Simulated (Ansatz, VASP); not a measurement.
# GaAs: VASP beside Ansatz

```
As Ga
1.0
     8.12520    0.00000    0.00000
    -4.06260    7.03663    0.00000
     0.00000    0.00000   25.52837
As Ga
8 8
Direct
  0.50000 0.00000 0.31338
  0.50000 0.50000 0.31338
  0.00000 0.00000 0.31338
  0.00000 0.50000 0.31338
  0.66821 0.83420 0.45040
  0.66670 0.33334 0.45210
  0.16608 0.83415 0.45037
  0.16600 0.33204 0.45043
  0.16667 0.83333 0.34586
  0.16667 0.33333 0.34586
  0.66667 0.83333 0.34586
  0.66667 0.33333 0.34586
  0.33348 0.66683 0.47429
  0.33305 0.16662 0.47894
  0.83367 0.66716 0.47886
  0.83361 0.16662 0.47896
```

Alike in both runs: task single point; functional PBE; k mesh 2 × 2 × 1; occupations gaussian, width 0.05 eV; no spin polarisation.

|  | VASP | Ansatz |
| --- | --- | --- |
| version | VASP 6.6.1 | Ansatz 0.2.0 |
| potentials or method | VASP PAW PBE potentials, release 64 (As, Ga_d), cutoff 520 eV | scalar-relativistic, plane waves, PAW |
| valence electrons in the cell | 144 | 224 |

VASP gave:

| Property | Result |
| --- | --- |
| gap on the k mesh at the Fermi level (eV) | 0.05 |
| least direct gap on the mesh (eV) | 0.05 |
| rms of the force components (eV/Å) | 0.228 |

Task: Which values does Ansatz return?

Result: gap on the k mesh at the Fermi level (eV): 0.05; least direct gap on the mesh (eV): 0.05; rms of the force components (eV/Å): 0.235.

VASP's potentials hold 144 valence electrons a cell and Ansatz's 224, so a difference there can come from the potentials and not from the codes.

The k mesh is coarse, so the values compare programs but aren't converged.
